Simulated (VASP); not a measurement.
# InO in VASP: notebook, part 2 of 2

VASP 6.6.1. The steps go on from the part before.

**3. Single point, LDA (strain -0.025 along x and y, -0.050 along z)**

Input file INCAR:

```
SYSTEM = InO
PREC = Accurate
ENCUT = 520
EDIFF = 1E-6
ISMEAR = 0
SIGMA = 0.03
LREAL = .FALSE.
LASPH = .TRUE.
NELM = 60
ALGO = Normal
ISIF = 2
LWAVE = .FALSE.
LCHARG = .FALSE.
GGA = CA
NBANDS = 27
```

Input file KPOINTS:

```
Automatic mesh
0
G
  12 12 2
  0 0 0
```

Input file POSCAR:

```
InO
1.0
    3.3672734563      0.0000000000      0.0000000000
   -1.6836367282      2.9161443546      0.0000000000
    0.0000000000      0.0000000000     15.0832450000
In O
2 2
Direct
    0.6666666667      0.3333333333      0.5900210000
    0.6666666667      0.3333333333      0.4099790000
    0.0000000000      0.0000000000      0.6398670000
    0.0000000000      0.0000000000      0.3601330000
```

Potentials or basis: VASP PAW LDA potentials, release 64 (In_d, O).

Launch:

```bash
cat potpaw_LDA.64/In_d/POTCAR potpaw_LDA.64/O/POTCAR > POTCAR
mpirun -np 1 vasp_std > vasp.out
```

OUTCAR:

```text
SYSTEM = InO
   PREC = Accurate
   ENCUT = 520
   EDIFF = 1E-6
   ISMEAR = 0
   LREAL = .FALSE.
   LASPH = .TRUE.
   NELM = 60
   ISIF = 2
   GGA = CA

 ion  position               nearest neighbor table
   1  0.667  0.333  0.590-   3 2.08   3 2.08   3 2.08   2 2.72
   2  0.667  0.333  0.410-   4 2.08   4 2.08   4 2.08   1 2.72
   3  0.000  0.000  0.640-   1 2.08   1 2.08   1 2.08
   4  0.000  0.000  0.360-   2 2.08   2 2.08   2 2.08

  LATTYP: Found a hexagonal cell.
 ALAT       =     3.3672734563
 C/A-ratio  =     4.4793644460

  Lattice vectors:

 A1 = (   3.3672734563,   0.0000000000,   0.0000000000)
 A2 = (  -1.6836367282,   2.9161443546,   0.0000000000)
 A3 = (   0.0000000000,   0.0000000000,  15.0832450000)

Analysis of symmetry for initial positions (statically):
=====================================================================
 Subroutine PRICEL returns:
 Original cell was already a primitive cell.

 Routine SETGRP: Setting up the symmetry group for a
 hexagonal supercell.

 Subroutine GETGRP returns: Found 12 space group operations
 (whereof 12 operations were pure point group operations)
 out of a pool of 24 trial point group operations.

[... 168 lines left out ...]

 val. band max:       -1.3982742469   @ k =   0.3333   0.3333   0.0000
 cond. band min:      -0.9310764915   @ k =   0.0000   0.0000   0.5000
 fundamental gap:      0.4671977553
 Fermi energy:        -1.2710733694

 k-point     1 :       0.0000    0.0000    0.0000
  band No.  band energies     occupation
      1     -19.2916      2.00000
      2     -19.2567      2.00000
      3     -14.9843      2.00000
      4     -14.9843      2.00000
      5     -14.9172      2.00000
      6     -14.9172      2.00000
[... 709 lines left out ...]
     26       7.3750      0.00000
     27       7.8363      0.00000

 [... further k-points ...]

------------------------ aborting loop because EDIFF is reached ----------------------------------------

  FORCE on cell =-STRESS in cart. coord.  units (eV):
  Direction    XX          YY          ZZ          XY          YZ          ZX
  --------------------------------------------------------------------------------------
  -------------------------------------------------------------------------------------
  Total        0.6788527      0.6788527      1.4135284     -0.0000000      0.0000000     -0.0000000
  in kB        7.3435140      7.3435140     15.2908956     -0.0000000      0.0000000     -0.0000000
  external PRESSURE =       9.9926412 kB  Pullay stress =       0.0000000 kB

 VOLUME and BASIS-vectors are now :
 -----------------------------------------------------------------------------
  energy-cutoff  :      520.00
  volume of cell :      148.11
      direct lattice vectors                 reciprocal lattice vectors
     3.367273456  0.000000000  0.000000000     0.296976178  0.171459276  0.000000000
    -1.683636728  2.916144355  0.000000000     0.000000000  0.342918552  0.000000000
     0.000000000  0.000000000 15.083245000     0.000000000  0.000000000  0.066298731

 POSITION                                       TOTAL-FORCE (eV/Angst)
 -----------------------------------------------------------------------------------
      1.68364      0.97205      8.89943         0.000000     -0.000000      0.079562
      1.68364      0.97205      6.18381         0.000000     -0.000000     -0.079562
      0.00000      0.00000      9.65127        -0.000000      0.000000      0.299500
      0.00000      0.00000      5.43197        -0.000000      0.000000     -0.299500
 -----------------------------------------------------------------------------------
    total drift:                               -0.000000      0.000000      0.000000

  FREE ENERGIE OF THE ION-ELECTRON SYSTEM (eV)
  ---------------------------------------------------
  free  energy   TOTEN  =       -22.1826313818 eV

  energy  without entropy=      -22.1826313818  energy(sigma->0) =      -22.18263138
```

OSZICAR:

```text
N       E                     dE             d eps       ncg     rms          rms(c)
DAV:   1     0.408634226665E+03    0.40863E+03   -0.18323E+04  2068   0.149E+03
DAV:   2     0.414837042338E+02   -0.36715E+03   -0.35274E+03  2202   0.393E+02
DAV:   3    -0.231114041166E+02   -0.64595E+02   -0.63691E+02  2611   0.180E+02
[... 12 lines left out ...]
DAV:  16    -0.221825448652E+02   -0.13633E-03   -0.33125E-05  2857   0.380E-02    0.968E-03
DAV:  17    -0.221825959888E+02   -0.51124E-04   -0.44738E-06  2163   0.191E-02    0.613E-03
DAV:  18    -0.221826246193E+02   -0.28630E-04   -0.22667E-06  2026   0.862E-03    0.142E-03
DAV:  19    -0.221826305100E+02   -0.58906E-05   -0.30217E-07  1698   0.426E-03    0.723E-04
DAV:  20    -0.221826313818E+02   -0.87188E-06   -0.48970E-08  1662   0.199E-03
   1 F= -.22182631E+02 E0= -.22182631E+02  d E =-.365742E-11
```

It took 3 min on 1 thread of Intel Xeon Platinum 8259CL at 2.50GHz (Skylake/Cascade Lake), shared host; peak memory 0.3 GiB.

What came out:

* Free energy: -22.1826 eV
* Largest force: 0.299 eV/Å
* Band gap on the k mesh: 0.47 eV, indirect (least direct gap 1.30 eV)

Forces in eV/Å, atoms in the order of the input:
```
In   0.000  0.000  0.080
In   0.000  0.000 -0.080
O    0.000  0.000  0.299
O    0.000  0.000 -0.299
```

Caveat: the cell differs from its parent crystal (strain -0.025 along x and y, -0.050 along z); spin-orbit coupling is left out, which moves the levels of the heavy elements.

**4. Single point, LDA (strain -0.050 along x and y, +0.025 along z)**

Input file INCAR:

```
SYSTEM = InO
ALGO     = Normal         ! electronic algorithm
EDIFF    = 1E-7           ! SCF threshold, eV
ENCUT    = 520            ! plane-wave cutoff, eV
GGA      = CA             ! functional
ISIF     = 2              ! what is computed and relaxed
ISMEAR   = 0              ! smearing method
LASPH    = .True.         ! aspherical terms in the spheres
LCHARG   = .False.        ! write CHGCAR
LREAL    = .False.        ! projectors in reciprocal space
LWAVE    = .False.        ! write WAVECAR
NBANDS   = 27             ! bands
NELM     = 60             ! most SCF steps
PREC     = Accurate       ! precision mode
SIGMA    = 0.03           ! smearing width, eV
```

Input file KPOINTS:

```
k-points
0
Gamma
  12 12 2
  0 0 0
```

Input file POSCAR:

```
InO
1.0
    3.2809331112      0.0000000000      0.0000000000
   -1.6404665556      2.8413714224      0.0000000000
    0.0000000000      0.0000000000     16.2740275000
In O
2 2
Direct
    0.6666666667      0.3333333333      0.5900210000
    0.6666666667      0.3333333333      0.4099790000
    0.0000000000      0.0000000000      0.6398670000
    0.0000000000      0.0000000000      0.3601330000
```

Launch:

```bash
cat potpaw_LDA.64/In_d/POTCAR potpaw_LDA.64/O/POTCAR > POTCAR
mpirun -np 1 vasp_std > vasp.out
```

It took 2.5 min on 1 thread of Intel Xeon Platinum 8259CL at 2.50GHz (Skylake/Cascade Lake), shared host; peak memory 0.28 GiB.

The run converged. Its results:

```yaml
Free_energy: -22.0664 eV
Largest_force: 0.968 eV/Å
Band_gap_on_the_k_mesh: 0.10 eV, indirect (least direct gap 1.36 eV)
```

Forces on the atoms (eV/Å):
```
In   0.000  0.000 -0.968
In   0.000  0.000  0.968
O    0.000  0.000  0.308
O    0.000  0.000 -0.308
```

Levels at points of the mesh, in eV from the valence-band top:
```tsv
k point	band 17	band 18	band 19	band 20	band 21	band 22
(0.00, 0.00, 0.00)	-2.07	-2.07	-1.26	0.10	3.14	6.04
(0.50, 0.00, 0.00)	-3.07	-2.71	-0.46	2.10	4.24	4.87
(0.00, 0.00, 0.50)	-2.07	-2.07	-1.26	0.10	3.14	5.89
(0.50, 0.00, 0.50)	-3.07	-2.71	-0.46	2.10	4.24	4.87
```

Caveat: the cell differs from its parent crystal (strain -0.050 along x and y, +0.025 along z); spin-orbit coupling is left out, which moves the levels of the heavy elements.

**5. Single point, LDA (strain -0.025 along x and y, -0.025 along z)**

Input file INCAR:

```
SYSTEM = InO
PREC     = Accurate       ! precision mode
ENCUT    = 520            ! plane-wave cutoff, eV
EDIFF    = 1E-6           ! SCF threshold, eV
ISMEAR   = 0              ! smearing method
SIGMA    = 0.03           ! smearing width, eV
LREAL    = .FALSE.        ! projectors in reciprocal space
LASPH    = .TRUE.         ! aspherical terms in the spheres
NELM     = 100            ! most SCF steps
ALGO     = Normal         ! electronic algorithm
ISIF     = 2              ! what is computed and relaxed
LWAVE    = .FALSE.        ! write WAVECAR
LCHARG   = .TRUE.         ! write CHGCAR
GGA      = CA             ! functional
LELF     = .TRUE.         ! ELF
LVHAR    = .TRUE.       
NBANDS   = 27             ! bands
```

Input file KPOINTS:

```
regular mesh
0
G
  12 12 2
  0 0 0
```

Input file POSCAR:

```
InO
1.0
    3.3672734563      0.0000000000      0.0000000000
   -1.6836367282      2.9161443546      0.0000000000
    0.0000000000      0.0000000000     15.4801725000
In O
2 2
Direct
    0.6666666667      0.3333333333      0.5900210000
    0.6666666667      0.3333333333      0.4099790000
    0.0000000000      0.0000000000      0.6398670000
    0.0000000000      0.0000000000      0.3601330000
```

Launch:

```bash
cat potpaw_LDA.64/In_d/POTCAR potpaw_LDA.64/O/POTCAR > POTCAR
mpirun -np 1 vasp_std > vasp.out
```

Wall time 3.4 min (1 thread of Intel Xeon Platinum 8259CL at 2.50GHz (Skylake/Cascade Lake), shared host); peak memory 0.31 GiB.

It converged, with:

```yaml
Free_energy: -22.2020 eV
Largest_force: 0.150 eV/Å
Band_gap_on_the_k_mesh: 0.37 eV, indirect (least direct gap 1.25 eV)
```

Forces in eV/Å, atoms in the order of the input:
```
In   0.000  0.000 -0.150
In   0.000  0.000  0.150
O    0.000  0.000  0.105
O    0.000  0.000 -0.105
```

Levels at points of the mesh, in eV from the valence-band top:
```
           k point  band 17  band 18  band 19  band 20  band 21  band 22
(0.00, 0.00, 0.00)    -1.81    -1.81    -0.88     0.37     3.35     6.37
(0.50, 0.00, 0.00)    -2.76    -2.19    -0.28     2.31     4.47     5.50
(0.00, 0.00, 0.50)    -1.81    -1.81    -0.88     0.37     3.35     6.12
(0.50, 0.00, 0.50)    -2.76    -2.19    -0.28     2.31     4.47     5.50
```

Caveat: the cell differs from its parent crystal (strain -0.025 along x and y, -0.025 along z); spin-orbit coupling is left out, which moves the levels of the heavy elements.

**6. Overview**

```csv
cell,gap on the mesh (eV),largest force (eV/Å)
"a = 3.281, b = 3.281, c = 15.877 Å, angles 90.0, 90.0, 120.0°, 4 atoms",0.22,0.90
"a = 3.367, b = 3.367, c = 15.083 Å, angles 90.0, 90.0, 120.0°, 4 atoms",0.47,0.30
"a = 3.281, b = 3.281, c = 16.274 Å, angles 90.0, 90.0, 120.0°, 4 atoms",0.10,0.97
"a = 3.367, b = 3.367, c = 15.480 Å, angles 90.0, 90.0, 120.0°, 4 atoms",0.37,0.15
```

Alike in all rows: task single point; level LDA; potentials or basis VASP PAW LDA potentials, release 64 (In_d, O); no spin polarisation; k mesh 12 × 12 × 2; cutoff (eV) 520; smearing gaussian 0.03 eV.

Caveats: spin-orbit coupling is left out, which moves the levels of the heavy elements.

Total energies depend on the potentials used, so only differences within one code and one set of settings carry meaning.
